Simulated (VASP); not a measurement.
# Mo (Fm-3m) in VASP: single point with LDA

Aim: the single point of Mo with LDA.

Everything below comes from runs of VASP 6.6.1. Logs are shortened: lines on timing, memory, paths and dates and some standing lists are left out, and cuts for length are marked.

## 1. The cell of the first run

It takes space group Fm-3m (No. 225, cubic). The conventional cell has a = 3.937 Å, b = 3.937 Å, c = 3.937 Å, α = 90.00°, β = 90.00°, γ = 90.00°. Within 3.7 Å of Mo (site symmetry m-3m) lie 12 Mo at 2.78 Å.

## 2. Single point, LDA

INCAR reads:

```
SYSTEM = Mo
ALGO = Normal ; EDIFF = 1E-6
ENCUT = 500 ; GGA_COMPAT = .FALSE.
ISIF = 2 ; ISMEAR = -1
LASPH = .TRUE. ; LCHARG = .TRUE.
LELF = .TRUE. ; LREAL = .FALSE.
LVHAR = .TRUE. ; LWAVE = .FALSE.
NBANDS = 13 ; NELM = 120
PREC = Accurate ; SIGMA = 0.13605693000000002
```

KPOINTS reads:

```
k-points
0
G
  14 14 14
  0 0 0
```

POSCAR reads:

```
Mo
1.0
    0.0000000000      1.9685066887      1.9685066887
    1.9685066887      0.0000000000      1.9685066887
    1.9685066887      1.9685066887      0.0000000000
Mo
1
Direct
    0.0000000000      0.0000000000      0.0000000000
```

Potentials or basis: VASP PAW LDA potentials, release 64 (Mo_sv).

On the command line:

```sh
$ cat potpaw_LDA.64/Mo_sv/POTCAR > POTCAR
$ mpirun -np 1 vasp_std > vasp.out
```

OUTCAR:

```text
SYSTEM = Mo
   EDIFF = 1E-6
   ENCUT = 500
   ISIF = 2
   ISMEAR = -1
   LASPH = .TRUE.
   LREAL = .FALSE.
   NELM = 120
   PREC = Accurate

 ion  position               nearest neighbor table
   1  0.000  0.000  0.000-

  LATTYP: Found a face centered cubic cell.
 ALAT       =     3.9370133774

  Lattice vectors:

 A1 = (   0.0000000000,   1.9685066887,   1.9685066887)
 A2 = (   1.9685066887,   0.0000000000,   1.9685066887)
 A3 = (   1.9685066887,   1.9685066887,   0.0000000000)

Analysis of symmetry for initial positions (statically):
=====================================================================
 Subroutine PRICEL returns:
 Original cell was already a primitive cell.

 Routine SETGRP: Setting up the symmetry group for a
 face centered cubic supercell.

 Subroutine GETGRP returns: Found 48 space group operations
 (whereof 48 operations were pure point group operations)
 out of a pool of 48 trial point group operations.

The static configuration has the point symmetry O_h .

Analysis of symmetry for dynamics (positions and initial velocities):
=====================================================================
 Subroutine PRICEL returns:
 Original cell was already a primitive cell.

 Routine SETGRP: Setting up the symmetry group for a
 face centered cubic supercell.

 Subroutine GETGRP returns: Found 48 space group operations
 (whereof 48 operations were pure point group operations)
 out of a pool of 48 trial point group operations.

The dynamic configuration has the point symmetry O_h .

 Subroutine INISYM returns: Found 48 space group operations
 (whereof 48 operations are pure point group operations),
 and found     1 'primitive' translations

----------------------------------------------------------------------------------------

                                     Primitive cell

  volume of cell :      15.2560

  direct lattice vectors                    reciprocal lattice vectors
     0.000000000  1.968506689  1.968506689    -0.253999645  0.253999645  0.253999645
     1.968506689  0.000000000  1.968506689     0.253999645 -0.253999645  0.253999645
     1.968506689  1.968506689  0.000000000     0.253999645  0.253999645 -0.253999645

  length of vectors
     2.783888857  2.783888857  2.783888857     0.439940290  0.439940290  0.439940290

  position of ions in fractional coordinates (direct lattice)
     0.000000000  0.000000000  0.000000000

  ion indices of the primitive-cell ions
   primitive index   ion index
                 1           1

----------------------------------------------------------------------------------------

 KPOINTS: k-points

Automatic generation of k-mesh.
 Grid dimensions read from file:
 generate k-points for:   14   14   14

 Generating k-lattice:

  Cartesian coordinates                     Fractional coordinates (reciprocal lattice)
    -0.018142832  0.018142832  0.018142832     0.071428571  0.000000000  0.000000000
     0.018142832 -0.018142832  0.018142832     0.000000000  0.071428571  0.000000000
     0.018142832  0.018142832 -0.018142832     0.000000000  0.000000000  0.071428571

  Length of vectors
     0.031424306  0.031424306  0.031424306

  Shift w.r.t. Gamma in fractional coordinates (k-lattice)
     0.000000000  0.000000000  0.000000000

 Subroutine IBZKPT returns following result:
 ===========================================

 Found    104 irreducible k-points:

 Following reciprocal coordinates:
            Coordinates               Weight
  0.000000  0.000000  0.000000      1.000000
  0.071429  0.000000  0.000000      8.000000
  0.142857  0.000000  0.000000      8.000000
  0.214286  0.000000  0.000000      8.000000
  0.285714  0.000000  0.000000      8.000000
  0.357143  0.000000  0.000000      8.000000
[... 16 lines left out ...]
  0.214286  0.142857  0.000000     24.000000
  0.285714  0.142857  0.000000     24.000000
 [... further k-points ...]
   k-points           NKPTS =    104   k-points in BZ     NKDIM =    104   number of bands    NBANDS=     13
   number of dos      NEDOS =    301   number of ions     NIONS =      1
   total plane-waves  NPLWV =   8000
   dimension x,y,z NGX =    20 NGY =   20 NGZ =   20
   dimension x,y,z NGXF=    40 NGYF=   40 NGZF=   40
   ions per type =               1
   NGX,Y,Z   is equivalent  to a cutoff of  11.94, 11.94, 11.94 a.u.
   NGXF,Y,Z  is equivalent  to a cutoff of  23.89, 23.89, 23.89 a.u.
 SYSTEM =  Mo
   PREC   = accura    normal or accurate (medium, high low for compatibility)
   ISTART =      0    job   : 0-new  1-cont  2-samecut
   ICHARG =      2    charge: 1-file 2-atom 10-const
   ISPIN  =      1    spin polarized calculation?
   LNONCOLLINEAR =      F non collinear calculations
   LSORBIT =      F    spin-orbit coupling
   LASPH  =      T    aspherical Exc in radial PAW
   ENCUT  =  500.0 eV  36.75 Ry    6.06 a.u.   5.08  5.08  5.08*2*pi/ulx,y,z
   NELM   =    120;   NELMIN=  2; NELMDL= -5     # of ELM steps
   EDIFF  = 0.1E-05   stopping-criterion for ELM
   LREAL  =      F    real-space projection
   EDIFFG = 0.1E-04   stopping-criterion for IOM
   NSW    =      0    number of steps for IOM
   IBRION =     -1    ionic relax: 0-MD 1-quasi-New 2-CG
   NFREE  =      0    steps in history (QN), initial steepest desc. (CG)
   ISIF   =      2    stress and relaxation
   ISYM   =      2    0-nonsym 1-usesym 2-fastsym
   POTIM  = 0.5000    time-step for ionic-motion
   TEBEG  =    0.0;   TEEND  =   0.0 temperature during run
   PSTRESS=    0.0 pullay stress
   NELECT =      14.0000    total number of electrons
   NUPDOWN=      -1.0000    fix difference up-down
   EMIN   =  10.00;   EMAX   =-10.00  energy-range for DOS
   EFERMI =   0.00;   METHOD = LEGACY
   ISMEAR =    -1;   SIGMA  =   0.14  broadening in eV -4-tet -1-fermi 0-gaus
   EFERMI_NEDOS =   21; number of points for ismear=-14 and -15
   IALGO  =     38    algorithm
   IMIX   =      4    mixing-type and parameters
     AMIX     =   0.40;   BMIX     =  1.00
     AMIX_MAG =   1.60;   BMIX_MAG =  1.00
  volume/ion in A,a.u.               =      15.26       102.95
  Fermi-wavevector in a.u.,A,eV,Ry     =   1.590879  3.006326 34.434952  2.530898
  Thomas-Fermi vector in A             =   2.689506
   LORBIT       =      0    0 simple, 1 ext, 2 COOP (PROOUT), +10 PAW based schemes
   GGA     = CA    functional components
   LHFCALC =     F    Hartree Fock is set to
   AEXX    =    0.0000 exact exchange contribution
   IVDW    =     0    specifies the selected vdW correction
   LEPSILON=     F    determine dielectric tensor
   LRPA    =     F    only Hartree local field effects (RPA)
 non-spin polarized calculation
  energy-cutoff  :      500.00
  volume of cell :       15.26
 maximum number of plane-waves:       395
   NGX = 11   NGY = 11   NGZ = 11

 number of electron      14.0000001 magnetization

 Free energy of the ion-electron system (eV)
  ---------------------------------------------------
  ext. energy  EPLUGINS =         0.00000000
  ---------------------------------------------------
  free energy    TOTEN  =       -11.73745418 eV

  energy without entropy =      -11.66491342  energy(sigma->0) =      -11.70118380

 E-fermi :  12.4530     XC(G=0): -13.7215

 val. band max:       12.4239022495   @ k =  -0.4286   0.3571   0.0714
 cond. band min:      12.4614657864   @ k =   0.3571   0.0000   0.0000
 fundamental gap:      0.0375635368
 Fermi energy:        12.4530059862

 k-point     1 :       0.0000    0.0000    0.0000
  band No.  band energies     occupation
      1     -47.9170      2.00000
      2     -21.3199      2.00000
      3     -21.3199      2.00000
      4     -21.3199      2.00000
      5       5.5587      2.00000
      6      11.6322      1.99521
      7      11.6322      1.99521
      8      11.6322      1.99521
      9      14.4900      0.00000
     10      14.4900      0.00000
     11      25.5583      0.00000
     12      30.9885      0.00000
     13      30.9885      0.00000

 k-point     2 :       0.0714    0.0000    0.0000
  band No.  band energies     occupation
      1     -47.9034      2.00000
      2     -21.4020      2.00000
      3     -21.3301      2.00000
      4     -21.3301      2.00000
      5       5.7788      2.00000
      6      11.4823      1.99841
      7      11.7321      1.99005
      8      11.7321      1.99005
      9      14.4071      0.00000
     10      14.4071      0.00000
     11      25.9855      0.00000
     12      30.1338      0.00000
     13      31.3880      0.00000

 k-point     3 :       0.1429    0.0000    0.0000
  band No.  band energies     occupation
      1     -47.8651      2.00000
      2     -21.6284      2.00000
      3     -21.3583      2.00000
      4     -21.3583      2.00000
      5       6.3800      2.00000
      6      11.1514      1.99986
      7      11.9610      1.94763
      8      11.9610      1.94763
      9      14.2669      0.00000
     10      14.2669      0.00000
     11      27.0165      0.00000
     12      28.7080      0.00000
     13      32.5273      0.00000
[... 305 lines left out ...]
 k-point    23 :       0.2143    0.1429    0.0000
  band No.  band energies     occupation
      1     -47.8061      2.00000
      2     -21.8246      2.00000
      3     -21.4786      2.00000
      4     -21.4660      2.00000
      5       7.2707      2.00000
      6      10.2755      2.00000
      7      12.3937      1.21470
      8      12.6606      0.35723
      9      13.3298      0.00317
     10      15.0438      0.00000
     11      28.7224      0.00000
     12      29.1502      0.00000
     13      32.1808      0.00000

 k-point    24 :       0.2857    0.1429    0.0000
  band No.  band energies     occupation
      1     -47.7515      2.00000
      2     -22.1060      2.00000
      3     -21.5294      2.00000
      4     -21.5138      2.00000
      5       7.9503      2.00000
      6      10.1091      2.00000
      7      11.8788      1.97104
      8      12.7672      0.18066
      9      14.2140      0.00000
     10      15.4669      0.00000
     11      27.6443      0.00000
     12      30.1076      0.00000
     13      32.7895      0.00000

 [... further k-points ...]
[... 5 lines left out ...]
  --------------------------------------------------------------------------------------
  -------------------------------------------------------------------------------------
  Total        0.1159753      0.1159753      0.1159753      0.0000000      0.0000000      0.0000000
  in kB       12.1796654     12.1796654     12.1796654      0.0000000      0.0000000      0.0000000
  external PRESSURE =      12.1796654 kB  Pullay stress =       0.0000000 kB

 VOLUME and BASIS-vectors are now :
 -----------------------------------------------------------------------------
  energy-cutoff  :      500.00
  volume of cell :       15.26
      direct lattice vectors                 reciprocal lattice vectors
     0.000000000  1.968506689  1.968506689    -0.253999645  0.253999645  0.253999645
     1.968506689  0.000000000  1.968506689     0.253999645 -0.253999645  0.253999645
     1.968506689  1.968506689  0.000000000     0.253999645  0.253999645 -0.253999645

 POSITION                                       TOTAL-FORCE (eV/Angst)
 -----------------------------------------------------------------------------------
      0.00000      0.00000      0.00000        -0.000000     -0.000000      0.000000
 -----------------------------------------------------------------------------------
    total drift:                                0.000000      0.000000      0.000000

  FREE ENERGIE OF THE ION-ELECTRON SYSTEM (eV)
  ---------------------------------------------------
  free  energy   TOTEN  =       -11.7374541823 eV

  energy  without entropy=      -11.6649134245  energy(sigma->0) =      -11.70118380
```

Run time: 22 s. Hardware: 1 thread of Intel Xeon 8259CL, shared host; peak memory 0.13 GiB.

Results:

```
Free energy            : -11.7375 eV
Pressure               : 1.2 GPa
Band gap on the k mesh : zero (band 7 reaches 16.68 eV, above the bottom of band 8 at 11.63 eV)
```
